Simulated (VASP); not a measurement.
# Ag (Im-3m) in VASP: notebook

Ag is run at these levels: LDA; tasks: single point.

Program: VASP 6.6.1. These are calculated values, not measurements. Logs are shortened: lines on timing, memory, paths and dates and some standing lists are left out, and cuts for length are marked.

### 1 The cell of the first run

It takes space group Im-3m (No. 229, cubic). The conventional cell has a = 2.891 Å, b = 2.891 Å, c = 2.891 Å, α = 90.00°, β = 90.00°, γ = 90.00°. Ag (site symmetry m-3m) has 14 Ag at 2.50 to 2.89 Å within 3.3 Å.

This isn't the form of Ag at room conditions, which is fcc.

### 2 Single point, LDA (12.08 Å³/atom)

POSCAR

```
Ag
1.0
   -1.4455812422      1.4455812422      1.4455812422
    1.4455812422     -1.4455812422      1.4455812422
    1.4455812422      1.4455812422     -1.4455812422
Ag
1
Direct
    0.0000000000      0.0000000000      0.0000000000
```

INCAR.step1

```
SYSTEM = Ag
PREC = Accurate ; ENCUT = 520
EDIFF = 1E-6 ; ISMEAR = -1
SIGMA = 0.1 ; LREAL = .False.
LASPH = .True. ; NELM = 60
ALGO = Normal ; ISIF = 2
LWAVE = .False. ; LCHARG = .True.
LMAXMIX = 4 ; GGA = CA
NBANDS = 12
```

KPOINTS.step1

```
regular mesh
0
Gamma
  17 17 17
  0 0 0
```

INCAR.step2

```
SYSTEM = Ag
PREC = Accurate ; ENCUT = 520
EDIFF = 1E-6 ; ISMEAR = -5
SIGMA = 0.1 ; LREAL = .False.
LASPH = .True. ; NELM = 60
ALGO = Normal ; ISIF = 2
LWAVE = .False. ; LCHARG = .False.
LMAXMIX = 4 ; GGA = CA
LORBIT = 11 ; NBANDS = 12
NEDOS = 2001 ; ICHARG = 11
```

KPOINTS.step2

```
regular mesh
0
Gamma
  26 26 26
  0 0 0
```

Potentials or basis: VASP PAW LDA potentials, release 64 (Ag).

On the command line:

```console
$ cat potpaw_LDA.64/Ag/POTCAR > POTCAR
$ cp INCAR.step1 INCAR
$ cp KPOINTS.step1 KPOINTS
$ mpirun -np 1 vasp_std > vasp.out
$ cp INCAR.step2 INCAR
$ cp KPOINTS.step2 KPOINTS
$ mpirun -np 1 vasp_std > vasp.out
```

OUTCAR:

```text
SYSTEM = Ag
   PREC = Accurate
   ENCUT = 520
   EDIFF = 1E-6
   ISMEAR = -5
   LREAL = .False.
   LASPH = .True.
   NELM = 60
   ISIF = 2
   GGA = CA
   LORBIT = 11
   ICHARG = 11

 ion  position               nearest neighbor table
   1  0.000  0.000  0.000-

  LATTYP: Found a body centered cubic cell.
 ALAT       =     2.8911624844

  Lattice vectors:

 A1 = (  -1.4455812422,   1.4455812422,   1.4455812422)
 A2 = (   1.4455812422,  -1.4455812422,   1.4455812422)
 A3 = (   1.4455812422,   1.4455812422,  -1.4455812422)

Analysis of symmetry for initial positions (statically):
=====================================================================
 Subroutine PRICEL returns:
 Original cell was already a primitive cell.

 Routine SETGRP: Setting up the symmetry group for a
 body centered cubic supercell.

 Subroutine GETGRP returns: Found 48 space group operations
 (whereof 48 operations were pure point group operations)
 out of a pool of 48 trial point group operations.

The static configuration has the point symmetry O_h .

Analysis of symmetry for dynamics (positions and initial velocities):
=====================================================================
 Subroutine PRICEL returns:
 Original cell was already a primitive cell.

 Routine SETGRP: Setting up the symmetry group for a
 body centered cubic supercell.

 Subroutine GETGRP returns: Found 48 space group operations
 (whereof 48 operations were pure point group operations)
 out of a pool of 48 trial point group operations.

The dynamic configuration has the point symmetry O_h .

 Subroutine INISYM returns: Found 48 space group operations
 (whereof 48 operations are pure point group operations),
 and found     1 'primitive' translations

----------------------------------------------------------------------------------------

                                     Primitive cell

  volume of cell :      12.0834

  direct lattice vectors                    reciprocal lattice vectors
    -1.445581242  1.445581242  1.445581242     0.000000000  0.345881633  0.345881633
     1.445581242 -1.445581242  1.445581242     0.345881633  0.000000000  0.345881633
     1.445581242  1.445581242 -1.445581242     0.345881633  0.345881633  0.000000000

  length of vectors
     2.503820158  2.503820158  2.503820158     0.489150496  0.489150496  0.489150496

  position of ions in fractional coordinates (direct lattice)
     0.000000000  0.000000000  0.000000000

  ion indices of the primitive-cell ions
   primitive index   ion index
                 1           1

----------------------------------------------------------------------------------------

 KPOINTS: regular mesh

Automatic generation of k-mesh.
 Grid dimensions read from file:
 generate k-points for:   26   26   26

 Generating k-lattice:

  Cartesian coordinates                     Fractional coordinates (reciprocal lattice)
     0.000000000  0.013303140  0.013303140     0.038461538  0.000000000  0.000000000
     0.013303140  0.000000000  0.013303140     0.000000000  0.038461538  0.000000000
     0.013303140  0.013303140  0.000000000     0.000000000  0.000000000  0.038461538

  Length of vectors
     0.018813481  0.018813481  0.018813481

  Shift w.r.t. Gamma in fractional coordinates (k-lattice)
     0.000000000  0.000000000  0.000000000

 TETIRR: Found  21036 inequivalent tetrahedra from   105456

 Subroutine IBZKPT returns following result:
 ===========================================

 Found    511 irreducible k-points:

 Following reciprocal coordinates:
            Coordinates               Weight
  0.000000  0.000000  0.000000      1.000000
  0.038462  0.000000  0.000000     12.000000
  0.076923  0.000000  0.000000     12.000000
  0.115385  0.000000  0.000000     12.000000
  0.153846  0.000000  0.000000     12.000000
  0.192308  0.000000  0.000000     12.000000
[... 16 lines left out ...]
  0.346154  0.038462  0.000000     48.000000
  0.384615  0.038462 -0.000000     48.000000
 [... further k-points ...]
   k-points           NKPTS =    511   k-points in BZ     NKDIM =    511   number of bands    NBANDS=     12
   number of dos      NEDOS =   2001   number of ions     NIONS =      1
   total plane-waves  NPLWV =   8000
   dimension x,y,z NGX =    20 NGY =   20 NGZ =   20
   dimension x,y,z NGXF=    40 NGYF=   40 NGZF=   40
   ions per type =               1
   NGX,Y,Z   is equivalent  to a cutoff of  13.28, 13.28, 13.28 a.u.
   NGXF,Y,Z  is equivalent  to a cutoff of  26.56, 26.56, 26.56 a.u.
 SYSTEM =  Ag
   PREC   = accura    normal or accurate (medium, high low for compatibility)
   ISTART =      0    job   : 0-new  1-cont  2-samecut
   ICHARG =     11    charge: 1-file 2-atom 10-const
   ISPIN  =      1    spin polarized calculation?
   LNONCOLLINEAR =      F non collinear calculations
   LSORBIT =      F    spin-orbit coupling
   LASPH  =      T    aspherical Exc in radial PAW
   ENCUT  =  520.0 eV  38.22 Ry    6.18 a.u.   4.66  4.66  4.66*2*pi/ulx,y,z
   NELM   =     60;   NELMIN=  2; NELMDL=  0     # of ELM steps
   EDIFF  = 0.1E-05   stopping-criterion for ELM
   LREAL  =      F    real-space projection
   EDIFFG = 0.1E-04   stopping-criterion for IOM
   NSW    =      0    number of steps for IOM
   IBRION =     -1    ionic relax: 0-MD 1-quasi-New 2-CG
   NFREE  =      0    steps in history (QN), initial steepest desc. (CG)
   ISIF   =      2    stress and relaxation
   ISYM   =      2    0-nonsym 1-usesym 2-fastsym
   POTIM  = 0.5000    time-step for ionic-motion
   TEBEG  =    0.0;   TEEND  =   0.0 temperature during run
   PSTRESS=    0.0 pullay stress
   NELECT =      11.0000    total number of electrons
   NUPDOWN=      -1.0000    fix difference up-down
   EMIN   =  10.00;   EMAX   =-10.00  energy-range for DOS
   EFERMI =   0.00;   METHOD = LEGACY
   ISMEAR =    -5;   SIGMA  =   0.10  broadening in eV -4-tet -1-fermi 0-gaus
   EFERMI_NEDOS =   21; number of points for ismear=-14 and -15
   IALGO  =     38    algorithm
   IMIX   =      4    mixing-type and parameters
     AMIX     =   0.40;   BMIX     =  1.00
     AMIX_MAG =   1.60;   BMIX_MAG =  1.00
  volume/ion in A,a.u.               =      12.08        81.54
  Fermi-wavevector in a.u.,A,eV,Ry     =   1.586633  2.998302 34.251376  2.517405
  Thomas-Fermi vector in A             =   2.685914
   LORBIT       =     11    0 simple, 1 ext, 2 COOP (PROOUT), +10 PAW based schemes
   GGA     = CA    functional components
   LHFCALC =     F    Hartree Fock is set to
   AEXX    =    0.0000 exact exchange contribution
   IVDW    =     0    specifies the selected vdW correction
   LEPSILON=     F    determine dielectric tensor
   LRPA    =     F    only Hartree local field effects (RPA)
 non-spin polarized calculation
 Fermi weights with tetrahedron method with Bloechl corrections
  energy-cutoff  :      520.00
  volume of cell :       12.08
 maximum number of plane-waves:       339

 number of electron      11.0000002 magnetization

 Free energy of the ion-electron system (eV)
  ---------------------------------------------------
  ext. energy  EPLUGINS =         0.00000000
  ---------------------------------------------------
  free energy    TOTEN  =        -2.93728005 eV

  energy without entropy =       -2.93728005  energy(sigma->0) =       -2.93728005

 E-fermi :  14.3028     XC(G=0): -14.7230

 val. band max:       14.2844577189   @ k =  -0.4231   0.5000   0.0385
 cond. band min:      14.2642813431   @ k =  -0.3077   0.3077   0.3077
 fundamental gap:     -0.0201763758
 Fermi energy:        14.3027690778

 k-point     1 :       0.0000    0.0000    0.0000
  band No.  band energies     occupation
      1       3.3328      2.00000
      2       7.4691      2.00000
      3       7.4691      2.00000
      4       7.4691      2.00000
      5       9.8256      2.00000
      6       9.8256      2.00000
      7      32.7572      0.00000
      8      32.7572      0.00000
      9      32.7572      0.00000
     10      43.0288      0.00000
     11      43.0289      0.00000
     12      45.7431      0.00000

 k-point     2 :       0.0385    0.0000    0.0000
  band No.  band energies     occupation
      1       3.3991      2.00000
      2       7.4457      2.00000
      3       7.4706      2.00000
      4       7.5179      2.00000
      5       9.7966      2.00000
      6       9.8272      2.00000
      7      32.7490      0.00000
      8      32.7770      0.00000
      9      32.8432      0.00000
     10      42.2979      0.00000
     11      42.8430      0.00000
     12      45.4021      0.00000

 k-point     3 :       0.0769    0.0000    0.0000
  band No.  band energies     occupation
      1       3.5940      2.00000
      2       7.3774      2.00000
      3       7.4746      2.00000
      4       7.6630      2.00000
      5       9.7183      2.00000
      6       9.8324      2.00000
      7      32.6898      0.00000
      8      32.8133      0.00000
      9      33.0971      0.00000
     10      41.1209      0.00000
     11      42.2260      0.00000
     12      44.4204      0.00000
[... 286 lines left out ...]
 k-point    23 :       0.3462    0.0385    0.0000
  band No.  band energies     occupation
      1       5.1309      2.00000
      2       6.2715      2.00000
      3       9.5240      2.00000
      4       9.8911      2.00000
      5      10.3290      2.00000
      6      11.2609      2.00000
      7      24.3415      0.00000
      8      29.1879      0.00000
      9      33.4927      0.00000
     10      38.0941      0.00000
     11      40.6326      0.00000
     12      42.5344      0.00000

 k-point    24 :       0.3846    0.0385   -0.0000
  band No.  band energies     occupation
      1       5.0125      2.00000
      2       6.1682      2.00000
      3       9.6399      2.00000
      4      10.0012      2.00000
      5      10.8742      2.00000
      6      12.0224      2.00000
      7      22.8656      0.00000
      8      28.7159      0.00000
      9      32.6260      0.00000
     10      38.6567      0.00000
     11      40.8094      0.00000
     12      42.2189      0.00000

 [... further k-points ...]

------------------------ aborting loop because EDIFF is reached ----------------------------------------

  FORCE on cell =-STRESS in cart. coord.  units (eV):
  Direction    XX          YY          ZZ          XY          YZ          ZX
  --------------------------------------------------------------------------------------
  -------------------------------------------------------------------------------------
  Total        6.5025308      6.5025308      6.5025308      0.0000000     -0.0000000      0.0000000
  in kB      862.1949939    862.1949939    862.1949939      0.0000000     -0.0000000      0.0000000
  external PRESSURE =     862.1949939 kB  Pullay stress =       0.0000000 kB

 VOLUME and BASIS-vectors are now :
 -----------------------------------------------------------------------------
  energy-cutoff  :      520.00
  volume of cell :       12.08
      direct lattice vectors                 reciprocal lattice vectors
    -1.445581242  1.445581242  1.445581242     0.000000000  0.345881633  0.345881633
     1.445581242 -1.445581242  1.445581242     0.345881633  0.000000000  0.345881633
     1.445581242  1.445581242 -1.445581242     0.345881633  0.345881633  0.000000000

 POSITION                                       TOTAL-FORCE (eV/Angst)
 -----------------------------------------------------------------------------------
      0.00000      0.00000      0.00000        -0.000000      0.000000      0.000000
 -----------------------------------------------------------------------------------
    total drift:                               -0.000000     -0.000000      0.000000

  FREE ENERGIE OF THE ION-ELECTRON SYSTEM (eV)
  ---------------------------------------------------
  free  energy   TOTEN  =        -2.9372800510 eV

  energy  without entropy=       -2.9372800510  energy(sigma->0) =       -2.93728005

 total charge

# of ion       s       p       d       tot
------------------------------------------
    1        0.574   0.621   9.261  10.456
```

It took 2 min on 1 thread of Intel Xeon 8259CL, shared host; peak memory 0.22 GiB.

What came out:

```yaml
Valence_electrons_inside_the_program's_atomic_spheres: Ag 10.46
```

Caveat: tetrahedron occupations give inexact forces and stress in metals.

### 3 Single point, LDA (15.31 Å³/atom)

This run uses another cell than the first one, of 15.31 Å³/atom.

POSCAR

```
Ag
1.0
   -1.5640955659      1.5640955659      1.5640955659
    1.5640955659     -1.5640955659      1.5640955659
    1.5640955659      1.5640955659     -1.5640955659
Ag
1
Direct
    0.0000000000      0.0000000000      0.0000000000
```

INCAR.step1

```
  ALGO = Normal
  EDIFF = 1E-6
  ENCUT = 520
  GGA = CA
  ISIF = 2
  ISMEAR = -1
  LASPH = True
  LCHARG = True
  LMAXMIX = 4
  LREAL = False
  LWAVE = False
  NBANDS = 12
  NELM = 60
  PREC = Accurate
  SIGMA = 0.1
```

KPOINTS.step1

```
k-points
0
Gamma
  17 17 17
```

INCAR.step2

```
  ALGO = Normal
  EDIFF = 1E-6
  ENCUT = 520
  GGA = CA
  ICHARG = 11
  ISIF = 2
  ISMEAR = -5
  LASPH = True
  LCHARG = False
  LMAXMIX = 4
  LORBIT = 10
  LREAL = False
  LWAVE = False
  NBANDS = 12
  NEDOS = 1001
  NELM = 60
  PREC = Accurate
  SIGMA = 0.1
```

KPOINTS.step2

```
k-points
0
Gamma
  26 26 26
```

Potentials or basis: VASP PAW LDA potentials, release 64 (Ag).

On the command line:

```console
$ cat potpaw_LDA.64/Ag/POTCAR > POTCAR
$ cp INCAR.step1 INCAR
$ cp KPOINTS.step1 KPOINTS
$ mpirun -np 1 vasp_std > vasp.out
$ cp INCAR.step2 INCAR
$ cp KPOINTS.step2 KPOINTS
$ mpirun -np 1 vasp_std > vasp.out
```

Wall time 1.8 min (1 thread of Intel Xeon 8259CL, shared host); peak memory 0.23 GiB.

The run converged. Its results:

```
Valence electrons inside the program's atomic spheres : Ag 10.01
```

Levels at points of the mesh, in eV from the Fermi level:
```csv
k point,band 2,band 3,band 4,band 5,band 6,band 7,band 8,band 9,band 10,band 11
"(0.00, 0.00, 0.00)",-5.39,-5.39,-5.39,-3.76,-3.76,18.26,18.26,18.26,25.75,25.75
"(0.50, 0.00, 0.00)",-6.34,-3.83,-3.60,-2.52,-0.43,4.78,13.63,15.33,21.50,22.96
"(0.50, 0.50, 0.50)",-7.16,-2.82,-2.82,-2.82,7.10,7.10,7.10,14.33,14.67,14.67
```

Caveat: tetrahedron occupations give inexact forces and stress in metals.

### 4 Single point, LDA (15.31 Å³/atom)

This run uses another cell than the first one, of 15.31 Å³/atom.

POSCAR is that of step 3.

INCAR.step1

```
SYSTEM = Ag
PREC = Accurate
ENCUT = 520
EDIFF = 1E-6
ISMEAR = -1
SIGMA = 0.1
LREAL = .FALSE.
LASPH = .TRUE.
NELM = 100
ALGO = Normal
ISIF = 2
LWAVE = .FALSE.
LCHARG = .TRUE.
LMAXMIX = 4
GGA = CA
NBANDS = 12
```

KPOINTS.step1

```
Automatic mesh
0
G
  17 17 17
  0 0 0
```

INCAR.step2

```
SYSTEM = Ag
PREC = Accurate
ENCUT = 520
EDIFF = 1E-6
ISMEAR = -5
SIGMA = 0.1
LREAL = .FALSE.
LASPH = .TRUE.
NELM = 100
ALGO = Normal
ISIF = 2
LWAVE = .FALSE.
LCHARG = .FALSE.
LMAXMIX = 4
GGA = CA
LORBIT = 11
NBANDS = 12
NEDOS = 2001
ICHARG = 11
```

KPOINTS.step2

```
Automatic mesh
0
G
  26 26 26
  0 0 0
```

On the command line:

```console
$ cat potpaw_LDA.64/Ag/POTCAR > POTCAR
$ cp INCAR.step1 INCAR
$ cp KPOINTS.step1 KPOINTS
$ mpirun -np 1 vasp_std > vasp.out
$ cp INCAR.step2 INCAR
$ cp KPOINTS.step2 KPOINTS
$ mpirun -np 1 vasp_std > vasp.out
```

Wall time 1.9 min (1 thread of Intel Xeon 8259CL, shared host); peak memory 0.23 GiB.

Results (log left out):

```
Valence electrons inside the program's atomic spheres : Ag 10.01
```

Levels at points of the mesh, in eV from the Fermi level:
| k point | band 3 | band 4 | band 5 | band 6 | band 7 | band 8 | band 9 | band 10 |
| --- | --- | --- | --- | --- | --- | --- | --- | --- |
| (0.00, 0.00, 0.00) | -5.39 | -5.39 | -3.76 | -3.76 | 18.26 | 18.26 | 18.26 | 25.75 |
| (0.50, 0.00, 0.00) | -3.83 | -3.60 | -2.52 | -0.43 | 4.78 | 13.63 | 15.33 | 21.50 |
| (0.50, 0.50, 0.50) | -2.82 | -2.82 | -2.82 | 7.10 | 7.10 | 7.10 | 14.33 | 14.67 |

Caveat: tetrahedron occupations give inexact forces and stress in metals.
